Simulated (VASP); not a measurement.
Write the native input for VASP 6.6.1 that does the following.

- Task: single point
- Functional: r2SCAN
- Potentials or basis: VASP PAW PBE potentials, release 64 (Cu)
- Cutoff: 520 eV
- k mesh: 22 × 22 × 22
- Occupations: gaussian, width 0.1 eV
- Spin: no spin polarisation
- Dipole correction: no
- Further INCAR settings: ALGO = Normal; EDIFF = 1e-06; NBANDS = 12

Cu:

```
Cu
1.0
     0.00000    1.69390    1.69390
     1.69390    0.00000    1.69390
     1.69390    1.69390    0.00000
Cu
1
Direct
  0.00000 0.00000 0.00000
```

The input as run:

POSCAR

```
Cu
1.0
    0.0000000000      1.6939045081      1.6939045081
    1.6939045081      0.0000000000      1.6939045081
    1.6939045081      1.6939045081      0.0000000000
Cu
1
Direct
    0.0000000000      0.0000000000      0.0000000000
```

INCAR.step1

```
PREC = Accurate ; ENCUT = 520
ISMEAR = 0 ; SIGMA = 0.1
LREAL = False ; LASPH = True
NELM = 100 ; NBANDS = 12
GGA = PE ; ALGO = Normal
EDIFF = 1E-4 ; LWAVE = True
LCHARG = False
```

INCAR.step2

```
PREC = Accurate ; ENCUT = 520
EDIFF = 1E-6 ; ISMEAR = 0
SIGMA = 0.1 ; LREAL = False
LASPH = True ; NELM = 100
ALGO = Normal ; ISIF = 2
LWAVE = False ; LCHARG = True
METAGGA = R2SCAN ; LMIXTAU = True
LELF = True ; LVHAR = True
NBANDS = 12 ; ISTART = 1
```

KPOINTS

```
regular mesh
0
Gamma
  22 22 22
```

Potentials or basis: VASP PAW PBE potentials, release 64 (Cu).

Command:

```bash
$ cat potpaw_PBE.64/Cu/POTCAR > POTCAR
$ cp INCAR.step1 INCAR
$ mpirun -np 1 vasp_std > vasp.out
$ cp INCAR.step2 INCAR
$ mpirun -np 1 vasp_std > vasp.out
```

Results of the run:

```yaml
Pressure: 40.8 GPa
```

Caveat: the PAW data sets were made with another functional, which shifts forces and pressure a little.

Wall time 77 s on 1 thread of Intel(R) Xeon(R) Platinum 8559C (Emerald Rapids) (shared host), peak memory 0.14 GiB.
